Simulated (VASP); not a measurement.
# MnO (P6_3mc) in VASP: single point with PBE+U

Aim: the single point of MnO with PBE+U.

Program: VASP 6.6.1. These are calculated values, not measurements. Logs are shortened: lines on timing, memory, paths and dates and some standing lists are left out, and cuts for length are marked.

## (1) The cell of the first run

The structure is hexagonal, space group P6_3mc (No. 186). Conventional cell: a = 3.372 Å, b = 3.372 Å, c = 5.386 Å, α = 90.00°, β = 90.00°, γ = 120.00°. Mn (site symmetry 3m) has 4 O at 1.96 to 2.08 Å within 2.6 Å. O (site symmetry 3m) has 4 Mn at 1.96 to 2.08 Å within 2.6 Å.

## (2) Single point, PBE+U, collinear spin, ferromagnetic start

File INCAR:

```
SYSTEM = MnO
PREC = Accurate
ENCUT = 600
EDIFF = 1E-6
ISMEAR = 0
SIGMA = 0.1
LREAL = .FALSE.
LASPH = .TRUE.
NELM = 200
ALGO = Normal
ISIF = 2
LWAVE = .FALSE.
LCHARG = .TRUE.
ISPIN = 2
MAGMOM = 4 4 0 0
LORBIT = 11
LMAXMIX = 4
LDAU = .TRUE.
LDAUTYPE = 2
LDAUL = 2 -1
LDAUU = 3.9 0
LDAUJ = 0 0
LDAUPRINT = 1
GGA = PE
LELF = .TRUE.
LVHAR = .TRUE.
NBANDS = 31
GGA_COMPAT = .FALSE.
```

File KPOINTS:

```
Automatic mesh
0
G
  6 6 4
  0 0 0
```

File POSCAR:

```
MnO
1.0
    3.3717009293      0.0000000000      0.0000000000
   -1.6858504646      2.9199786587      0.0000000000
    0.0000000000      0.0000000000      5.3855000000
Mn O
2 2
Direct
    0.3333333333      0.6666666667      0.0109600000
    0.6666666667      0.3333333333      0.5109600000
    0.3333333333      0.6666666667      0.3754700000
    0.6666666667      0.3333333333      0.8754700000
```

Potentials or basis: VASP PAW PBE potentials, release 64 (Mn_pv, O).

Command:

```bash
cat potpaw_PBE.64/Mn_pv/POTCAR potpaw_PBE.64/O/POTCAR > POTCAR
mpirun -np 1 vasp_std > vasp.out
```

OUTCAR:

```text
SYSTEM = MnO
   PREC = Accurate
   ENCUT = 600
   EDIFF = 1E-6
   ISMEAR = 0
   LREAL = .FALSE.
   LASPH = .TRUE.
   NELM = 200
   ISIF = 2
   ISPIN = 2
   LORBIT = 11
   GGA = PE

 ion  position               nearest neighbor table
   1  0.333  0.667  0.011-   3 1.96   4 2.08   4 2.08   4 2.08
   2  0.667  0.333  0.511-   4 1.96   3 2.08   3 2.08   3 2.08
   3  0.333  0.667  0.375-   1 1.96   2 2.08   2 2.08   2 2.08
   4  0.667  0.333  0.875-   2 1.96   1 2.08   1 2.08   1 2.08

  LATTYP: Found a hexagonal cell.
 ALAT       =     3.3717009293
 C/A-ratio  =     1.5972650342

  Lattice vectors:

 A1 = (   3.3717009293,   0.0000000000,   0.0000000000)
 A2 = (  -1.6858504646,   2.9199786587,   0.0000000000)
 A3 = (   0.0000000000,   0.0000000000,   5.3855000000)

Analysis of symmetry for initial positions (statically):
=====================================================================
 Subroutine PRICEL returns:
 Original cell was already a primitive cell.

 Routine SETGRP: Setting up the symmetry group for a
 hexagonal supercell.

 Subroutine GETGRP returns: Found 12 space group operations
 (whereof  6 operations were pure point group operations)
 out of a pool of 24 trial point group operations.

The static configuration has the point symmetry C_3v.
 The point group associated with its full space group is C_6v.

Analysis of symmetry for dynamics (positions and initial velocities):
=====================================================================
 Subroutine PRICEL returns:
 Original cell was already a primitive cell.

 Routine SETGRP: Setting up the symmetry group for a
 hexagonal supercell.

 Subroutine GETGRP returns: Found 12 space group operations
 (whereof  6 operations were pure point group operations)
 out of a pool of 24 trial point group operations.

The dynamic configuration has the point symmetry C_3v.
 The point group associated with its full space group is C_6v.

Analysis of structural, dynamic, and magnetic symmetry:
=====================================================================
 Subroutine PRICEL returns:
 Original cell was already a primitive cell.

 Routine SETGRP: Setting up the symmetry group for a
 hexagonal supercell.

 Subroutine GETGRP returns: Found 12 space group operations
 (whereof  6 operations were pure point group operations)
 out of a pool of 24 trial point group operations.
[... 209 lines left out ...]
  o =  0.9478  v =  0.0000  0.0000 -1.0000  0.0000  0.0000  0.0000  0.0000  0.0000  0.0000  0.0000      0.0000  0.0000  0.0000  0.0000  0.0000  0.0000  0.0000  0.0000  0.0000  0.0000
  o =  0.9513  v =  0.2418  0.7525  0.0000 -0.3768 -0.4829  0.0000  0.0000  0.0000  0.0000  0.0000      0.0000  0.0000  0.0000  0.0000  0.0000  0.0000  0.0000  0.0000  0.0000  0.0000
  o =  0.9513  v = -0.4829  0.3768  0.0000  0.7525 -0.2418  0.0000  0.0000  0.0000  0.0000  0.0000      0.0000  0.0000  0.0000  0.0000  0.0000  0.0000  0.0000  0.0000  0.0000  0.0000

 number of electron      37.9999998 magnetization       9.9999201

 Free energy of the ion-electron system (eV)
  ---------------------------------------------------
  ext. energy  EPLUGINS =         0.00000000
  ---------------------------------------------------
  free energy    TOTEN  =       -30.65186210 eV

  energy without entropy =      -30.65143819  energy(sigma->0) =      -30.65165015

 E-fermi :   5.2367     XC(G=0): -10.5335

 val. band max:        5.1504025066   @ k =   0.0000   0.0000   0.0000
 cond. band min:       5.2788712543   @ k =   0.0000   0.0000   0.0000
 fundamental gap:      0.1284687476
 Fermi energy:         5.2367365253

 spin component 1

 k-point     1 :       0.0000    0.0000    0.0000
  band No.  band energies     occupation
      1     -44.6059      1.00000
      2     -44.6059      1.00000
      3     -44.6015      1.00000
      4     -44.6000      1.00000
      5     -44.6000      1.00000
      6     -44.5643      1.00000
[... 703 lines left out ...]
     30      13.4104      0.00000
     31      18.5822      0.00000
 Fermi energy:         5.2367365253

 spin component 2

 k-point     1 :       0.0000    0.0000    0.0000
  band No.  band energies     occupation
      1     -39.7278      1.00000
      2     -39.7122      1.00000
      3     -39.7122      1.00000
      4     -39.7044      1.00000
      5     -39.7044      1.00000
      6     -39.6765      1.00000
[... 703 lines left out ...]
     30      15.2314      0.00000
     31      19.9614      0.00000

------------------------ aborting loop because EDIFF is reached ----------------------------------------

  FORCE on cell =-STRESS in cart. coord.  units (eV):
  Direction    XX          YY          ZZ          XY          YZ          ZX
  --------------------------------------------------------------------------------------
  -------------------------------------------------------------------------------------
  Total        2.4212755      2.4212755      5.7425170      0.0000000      0.0000000      0.0000000
  in kB       73.1644360     73.1644359    173.5234293      0.0000000      0.0000000      0.0000000
  external PRESSURE =     106.6174337 kB  Pullay stress =       0.0000000 kB

 VOLUME and BASIS-vectors are now :
 -----------------------------------------------------------------------------
  energy-cutoff  :      600.00
  volume of cell :       53.02
      direct lattice vectors                 reciprocal lattice vectors
     3.371700929  0.000000000  0.000000000     0.296586210  0.171234128  0.000000000
    -1.685850465  2.919978659  0.000000000     0.000000000  0.342468256  0.000000000
     0.000000000  0.000000000  5.385500000     0.000000000  0.000000000  0.185683781

 POSITION                                       TOTAL-FORCE (eV/Angst)
 -----------------------------------------------------------------------------------
     -0.00000      1.94665      0.05903         0.000000     -0.000000     -0.894692
      1.68585      0.97333      2.75178        -0.000000      0.000000     -0.894692
     -0.00000      1.94665      2.02209         0.000000     -0.000000      0.894692
      1.68585      0.97333      4.71484        -0.000000     -0.000000      0.894692
 -----------------------------------------------------------------------------------
    total drift:                               -0.000000      0.000000     -0.000193

  FREE ENERGIE OF THE ION-ELECTRON SYSTEM (eV)
  ---------------------------------------------------
  free  energy   TOTEN  =       -30.6518621024 eV

  energy  without entropy=      -30.6514381950  energy(sigma->0) =      -30.65165015

 total charge

# of ion       s       p       d       tot
------------------------------------------
    1        0.244   6.234   4.960  11.438
    2        0.244   6.234   4.960  11.438
    3        1.549   3.489   0.000   5.038
    4        1.549   3.489   0.000   5.038
--------------------------------------------------
tot          3.587  19.446   9.920  32.953

 magnetization (x)

# of ion       s       p       d       tot
------------------------------------------
    1        0.036   0.057   4.492   4.585
    2        0.036   0.057   4.492   4.585
    3        0.013   0.103   0.000   0.116
    4        0.013   0.103   0.000   0.116
--------------------------------------------------
tot          0.100   0.319   8.983   9.402
```

Run time: 1.9 min. Hardware: 1 thread of Intel Xeon 8259CL, shared host; peak memory 0.25 GiB.

Results:

```
Free energy                                           : -30.6519 eV
Pressure                                              : 10.7 GPa
Largest force                                         : 0.895 eV/Å
Band gap on the k mesh                                : 0.13 eV, direct
Net moment                                            : 10.00 μB per cell
Site moments                                          : Mn +4.58; O +0.12 μB
Valence electrons inside the program's atomic spheres : Mn 11.44; O 5.04
```

Forces in eV/Å, atoms in the order of the input:
```
Mn   0.000  0.000 -0.895
Mn   0.000  0.000 -0.895
O    0.000  0.000  0.895
O    0.000  0.000  0.895
```

Eigenvalues of the final occupation matrices:
```tsv
site	spin	trace	eigenvalues
site 1 d	1	4.74	0.95 0.95 0.95 0.95 0.95
site 1 d	2	0.24	0.02 0.02 0.06 0.06 0.07
site 2 d	1	4.74	0.95 0.95 0.95 0.95 0.95
site 2 d	2	0.24	0.02 0.02 0.06 0.06 0.07
```

Caveat: only a ferromagnetic start was run, and an antiferromagnetic order may lie lower in energy.
